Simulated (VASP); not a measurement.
# V2W (R-3m) in VASP: notebook, part 3 of 3

VASP 6.6.1.

### Step 5. Single point, PBE

The input, INCAR:

```
SYSTEM = V2W
  PREC = Accurate
  ENCUT = 520
  EDIFF = 1E-6
  ISMEAR = 0
  SIGMA = 0.1
  LREAL = .False.
  LASPH = .True.
  NELM = 80
  ALGO = Fast
  ISIF = 2
  LWAVE = .False.
  LCHARG = .False.
  GGA = PE
  NBANDS = 27
```

The input, KPOINTS:

```
Automatic mesh
0
Gamma
  18 18 18
  0 0 0
```

The input, POSCAR:

```
V2W
1.0
    1.4821344746      0.8557107379      5.8644445136
   -1.4821344746      0.8557107379      5.8644445136
    0.0000000000     -1.7114214758      5.8644445136
V W
2 1
Direct
    0.7788968832      0.7788968832      0.7788968832
    0.2211031168      0.2211031168      0.2211031168
    0.0000000000      0.0000000000      0.0000000000
```

Potentials or basis: VASP PAW PBE potentials, release 64 (V_sv, W_sv).

Launch:

```bash
$ cat potpaw_PBE.64/V_sv/POTCAR potpaw_PBE.64/W_sv/POTCAR > POTCAR
$ mpirun -np 1 vasp_std > vasp.out
```

OUTCAR:

```text
SYSTEM = V2W
   PREC = Accurate
   ENCUT = 520
   EDIFF = 1E-6
   ISMEAR = 0
   LREAL = .False.
   LASPH = .True.
   NELM = 80
   ISIF = 2
   GGA = PE

 ion  position               nearest neighbor table
   1  0.779  0.779  0.779-   2 2.57   2 2.57   2 2.57   3 2.61   3 2.61   3 2.61
   2  0.221  0.221  0.221-   1 2.57   1 2.57   1 2.57   3 2.61   3 2.61   3 2.61
   3  0.000  0.000  0.000-   1 2.61   1 2.61   2 2.61   2 2.61   1 2.61   2 2.61

  LATTYP: Found a trigonal (rhomboedric) cell.
 ALAT       =     6.1090648156
 COS(alpha) =     0.8822785106

  Lattice vectors:

 A1 = (   1.4821344746,   0.8557107379,   5.8644445136)
 A2 = (  -1.4821344746,   0.8557107379,   5.8644445136)
 A3 = (   0.0000000000,  -1.7114214758,   5.8644445136)

Analysis of symmetry for initial positions (statically):
=====================================================================
 Subroutine PRICEL returns:
 Original cell was already a primitive cell.

 Routine SETGRP: Setting up the symmetry group for a
 trigonal (rhombohedral) supercell.

 Subroutine GETGRP returns: Found 12 space group operations
 (whereof 12 operations were pure point group operations)
 out of a pool of 12 trial point group operations.

The static configuration has the point symmetry D_3d.

Analysis of symmetry for dynamics (positions and initial velocities):
=====================================================================
 Subroutine PRICEL returns:
 Original cell was already a primitive cell.

 Routine SETGRP: Setting up the symmetry group for a
 trigonal (rhombohedral) supercell.

 Subroutine GETGRP returns: Found 12 space group operations
 (whereof 12 operations were pure point group operations)
 out of a pool of 12 trial point group operations.

The dynamic configuration has the point symmetry D_3d.

 Subroutine INISYM returns: Found 12 space group operations
 (whereof 12 operations are pure point group operations),
 and found     1 'primitive' translations

----------------------------------------------------------------------------------------

                                     Primitive cell

  volume of cell :      44.6265

  direct lattice vectors                    reciprocal lattice vectors
     1.482134475  0.855710738  5.864444514     0.337351306  0.194769867  0.056839711
    -1.482134475  0.855710738  5.864444514    -0.337351306  0.194769867  0.056839711
     0.000000000 -1.711421476  5.864444514     0.000000000 -0.389539734  0.056839711

  length of vectors
     6.109064816  6.109064816  6.109064816     0.393664778  0.393664778  0.393664778

  position of ions in fractional coordinates (direct lattice)
     0.778896883  0.778896883  0.778896883
     0.221103117  0.221103117  0.221103117
     0.000000000  0.000000000  0.000000000

  ion indices of the primitive-cell ions
   primitive index   ion index
                 1           1
                 2           2
                 3           3

----------------------------------------------------------------------------------------

 KPOINTS: Automatic mesh

Automatic generation of k-mesh.
 Grid dimensions read from file:
 generate k-points for:   18   18   18

 Generating k-lattice:

  Cartesian coordinates                     Fractional coordinates (reciprocal lattice)
     0.018741739  0.010820548  0.003157762     0.055555556 -0.000000000 -0.000000000
    -0.018741739  0.010820548  0.003157762    -0.000000000  0.055555556 -0.000000000
     0.000000000 -0.021641096  0.003157762    -0.000000000 -0.000000000  0.055555556

  Length of vectors
     0.021870265  0.021870265  0.021870265

  Shift w.r.t. Gamma in fractional coordinates (k-lattice)
     0.000000000  0.000000000  0.000000000

 Subroutine IBZKPT returns following result:
 ===========================================

 Found    580 irreducible k-points:

 Following reciprocal coordinates:
            Coordinates               Weight
  0.000000  0.000000  0.000000      1.000000
  0.055556 -0.000000 -0.000000      6.000000
  0.111111 -0.000000 -0.000000      6.000000
  0.166667  0.000000 -0.000000      6.000000
  0.222222  0.000000 -0.000000      6.000000
  0.277778  0.000000  0.000000      6.000000
[... 16 lines left out ...]
 -0.277778  0.055556  0.000000     12.000000
 -0.222222  0.055556 -0.000000     12.000000
 [... further k-points ...]
   k-points           NKPTS =    580   k-points in BZ     NKDIM =    580   number of bands    NBANDS=     27
   number of dos      NEDOS =    301   number of ions     NIONS =      3
   total plane-waves  NPLWV = 110592
   dimension x,y,z NGX =    48 NGY =   48 NGZ =   48
   dimension x,y,z NGXF=    96 NGYF=   96 NGZF=   96
   ions per type =               2   1
   NGX,Y,Z   is equivalent  to a cutoff of  13.06, 13.06, 13.06 a.u.
   NGXF,Y,Z  is equivalent  to a cutoff of  26.12, 26.12, 26.12 a.u.
 SYSTEM =  V2W
   PREC   = accura    normal or accurate (medium, high low for compatibility)
   ISTART =      0    job   : 0-new  1-cont  2-samecut
   ICHARG =      2    charge: 1-file 2-atom 10-const
   ISPIN  =      1    spin polarized calculation?
   LNONCOLLINEAR =      F non collinear calculations
   LSORBIT =      F    spin-orbit coupling
   LASPH  =      T    aspherical Exc in radial PAW
   ENCUT  =  520.0 eV  38.22 Ry    6.18 a.u.  11.36 11.36 11.36*2*pi/ulx,y,z
   NELM   =     80;   NELMIN=  2; NELMDL= -5     # of ELM steps
   EDIFF  = 0.1E-05   stopping-criterion for ELM
   LREAL  =      F    real-space projection
   EDIFFG = 0.1E-04   stopping-criterion for IOM
   NSW    =      0    number of steps for IOM
   IBRION =     -1    ionic relax: 0-MD 1-quasi-New 2-CG
   NFREE  =      0    steps in history (QN), initial steepest desc. (CG)
   ISIF   =      2    stress and relaxation
   ISYM   =      2    0-nonsym 1-usesym 2-fastsym
   POTIM  = 0.5000    time-step for ionic-motion
   TEBEG  =    0.0;   TEEND  =   0.0 temperature during run
   PSTRESS=    0.0 pullay stress
   NELECT =      40.0000    total number of electrons
   NUPDOWN=      -1.0000    fix difference up-down
   EMIN   =  10.00;   EMAX   =-10.00  energy-range for DOS
   EFERMI =   0.00;   METHOD = LEGACY
   ISMEAR =     0;   SIGMA  =   0.10  broadening in eV -4-tet -1-fermi 0-gaus
   EFERMI_NEDOS =   21; number of points for ismear=-14 and -15
   IALGO  =     68    algorithm
   IMIX   =      4    mixing-type and parameters
     AMIX     =   0.40;   BMIX     =  1.00
     AMIX_MAG =   1.60;   BMIX_MAG =  1.00
  volume/ion in A,a.u.               =      14.88       100.38
  Fermi-wavevector in a.u.,A,eV,Ry     =   1.578449  2.982836 33.898938  2.491502
  Thomas-Fermi vector in A             =   2.678978
   LORBIT       =      0    0 simple, 1 ext, 2 COOP (PROOUT), +10 PAW based schemes
   GGA     = PE    functional components
   LHFCALC =     F    Hartree Fock is set to
   AEXX    =    0.0000 exact exchange contribution
   IVDW    =     0    specifies the selected vdW correction
   LEPSILON=     F    determine dielectric tensor
   LRPA    =     F    only Hartree local field effects (RPA)
 non-spin polarized calculation
 RMM-DIIS sequential band-by-band and
 Gauss-broadening in eV      SIGMA  =   0.10
  energy-cutoff  :      520.00
  volume of cell :       44.63
 maximum number of plane-waves:      1233
 NGX is ok and might be reduce to    48
   NGX = 23   NGY = 23   NGZ = 23

 number of electron      40.0000000 magnetization

 Free energy of the ion-electron system (eV)
  ---------------------------------------------------
  ext. energy  EPLUGINS =         0.00000000
  ---------------------------------------------------
  free energy    TOTEN  =       -29.89041492 eV

  energy without entropy =      -29.87316612  energy(sigma->0) =      -29.88179052

 E-fermi :   9.8945     XC(G=0): -12.8969

 val. band max:        9.8942765983   @ k =  -0.3889  -0.3889   0.3333
 cond. band min:       9.8958227478   @ k =  -0.3333   0.1667   0.0556
 fundamental gap:      0.0015461495
 Fermi energy:         9.8944775845

 k-point     1 :       0.0000    0.0000    0.0000
  band No.  band energies     occupation
      1     -63.6762      2.00000
      2     -54.0838      2.00000
      3     -53.9449      2.00000
      4     -28.2936      2.00000
      5     -28.0940      2.00000
      6     -27.8300      2.00000
[... 19 lines left out ...]
     26      11.5982      0.00000
     27      12.1436      0.00000
[... 661 lines left out ...]
 k-point    24 :      -0.2222    0.0556   -0.0000
  band No.  band energies     occupation
      1     -63.6535      2.00000
      2     -54.0475      2.00000
      3     -53.9449      2.00000
      4     -28.3495      2.00000
      5     -28.2519      2.00000
      6     -27.9160      2.00000
[... 19 lines left out ...]
     26      12.4177      0.00000
     27      12.8818      0.00000

 [... further k-points ...]
[... 5 lines left out ...]
  --------------------------------------------------------------------------------------
  -------------------------------------------------------------------------------------
  Total        0.0977541      0.0977541      0.1374432      0.0000000      0.0000000      0.0000000
  in kB        3.5095631      3.5095631      4.9344767      0.0000000      0.0000000      0.0000000
  external PRESSURE =       3.9845343 kB  Pullay stress =       0.0000000 kB

 VOLUME and BASIS-vectors are now :
 -----------------------------------------------------------------------------
  energy-cutoff  :      520.00
  volume of cell :       44.63
      direct lattice vectors                 reciprocal lattice vectors
     1.482134475  0.855710738  5.864444514     0.337351306  0.194769867  0.056839711
    -1.482134475  0.855710738  5.864444514    -0.337351306  0.194769867  0.056839711
     0.000000000 -1.711421476  5.864444514     0.000000000 -0.389539734  0.056839711

 POSITION                                       TOTAL-FORCE (eV/Angst)
 -----------------------------------------------------------------------------------
      0.00000      0.00000     13.70339         0.000000      0.000000      0.022919
      0.00000      0.00000      3.88994         0.000000     -0.000000     -0.022919
      0.00000      0.00000      0.00000         0.000000     -0.000000     -0.000000
 -----------------------------------------------------------------------------------
    total drift:                               -0.000000      0.000000     -0.000000

  FREE ENERGIE OF THE ION-ELECTRON SYSTEM (eV)
  ---------------------------------------------------
  free  energy   TOTEN  =       -29.8904149158 eV

  energy  without entropy=      -29.8731661185  energy(sigma->0) =      -29.88179052
```

OSZICAR:

```text
N       E                     dE             d eps       ncg     rms          rms(c)
DAV:   1     0.508899489178E+03    0.50890E+03   -0.23296E+04 31392   0.172E+03
DAV:   2    -0.910946877569E+01   -0.51801E+03   -0.50912E+03 31742   0.553E+02
DAV:   3    -0.326587523692E+02   -0.23549E+02   -0.22714E+02 40132   0.122E+02
DAV:   4    -0.331480013988E+02   -0.48925E+00   -0.48519E+00 37346   0.168E+01
DAV:   5    -0.331547380251E+02   -0.67366E-02   -0.67313E-02 37143   0.220E+00    0.315E+01
RMM:   6    -0.329332119825E+02    0.22153E+00   -0.22235E+01 35175   0.337E+01    0.133E+01
RMM:   7    -0.310007044860E+02    0.19325E+01   -0.88378E+00 32756   0.194E+01    0.101E+01
RMM:   8    -0.299015528967E+02    0.10992E+01   -0.17062E+00 32660   0.965E+00    0.168E+00
RMM:   9    -0.299023707267E+02   -0.81783E-03   -0.51490E-01 41371   0.279E+00    0.118E+00
RMM:  10    -0.298977934931E+02    0.45772E-02   -0.10751E-01 38557   0.172E+00    0.722E-01
RMM:  11    -0.298918703751E+02    0.59231E-02   -0.36392E-02 39858   0.121E+00    0.631E-01
RMM:  12    -0.298902002707E+02    0.16701E-02   -0.96953E-03 40575   0.597E-01    0.952E-02
RMM:  13    -0.298903898715E+02   -0.18960E-03   -0.23300E-03 45082   0.218E-01    0.209E-02
RMM:  14    -0.298904156860E+02   -0.25815E-04   -0.27119E-04 47545   0.935E-02    0.174E-02
RMM:  15    -0.298904140788E+02    0.16072E-05   -0.49877E-05 42825   0.452E-02    0.121E-02
RMM:  16    -0.298904147162E+02   -0.63740E-06   -0.10045E-05 39297   0.248E-02    0.262E-03
RMM:  17    -0.298904149158E+02   -0.19965E-06   -0.26580E-06 28214   0.121E-02
   1 F= -.29890415E+02 E0= -.29881791E+02  d E =-.172488E-01
```

Run time: 37 min. Hardware: 1 thread of Oxide Virtual Turin-like, shared host; peak memory 0.79 GiB.

Results:

```yaml
Free_energy: -29.8904 eV
Pressure: 0.4 GPa
Largest_force: 0.023 eV/Å
Band_gap_on_the_k_mesh: zero (bands 20 and 21 overlap by 1.04 eV)
```

Forces in eV/Å, atoms in the order of the input:
```
V    0.000  0.000  0.023
V    0.000  0.000 -0.023
W    0.000  0.000  0.000
```

Stress tensor (GPa, compression positive):
```
0.35 0.00 0.00
0.00 0.35 0.00
0.00 0.00 0.49
```

Caveat: spin-orbit coupling is left out, which moves the levels of the heavy elements.

### Step 6. The runs side by side

```csv
task,spin,cell,k mesh,cutoff (eV),gap on the mesh (eV),pressure (GPa),largest force (eV/Å)
single point,off,"a = 6.090 Å, angles 28.2°, 3 atoms, atomic positions A",6 × 6 × 6,520,none,0.3,0.03
relaxation of cell and atoms,off,"relaxed from a = 5.190 Å, angles 36.0°, 3 atoms, atomic positions B",6 × 6 × 6,600,none,0.0,0.02
single point,"collinear, ferromagnetic start","a = 5.190 Å, angles 36.0°, 3 atoms, atomic positions B",6 × 6 × 6,520,none,65.5,7.90
single point,off,"a = 6.109 Å, angles 28.1°, 3 atoms, atomic positions C",18 × 18 × 18,520,none,0.4,0.02
```

Alike in all rows: level PBE; potentials or basis VASP PAW PBE potentials, release 64 (V_sv, W_sv); smearing gaussian 0.1 eV.

Caveats: some runs use coarse meshes; spin-orbit coupling is left out, which moves the levels of the heavy elements; a cell axis changed by over 15 % at a fixed basis, so the end point is rough (at least some runs); the moments typed at the start vanished in this run (at least some runs); forces of over 1 eV/Å act on the atoms, so gaps and moduli don't describe the material at rest (at least some runs).

Total energies depend on the potentials used, so only differences within one code and one set of settings carry meaning.

The gap in the log of VASP goes by the Fermi energy; the results here count the filled bands.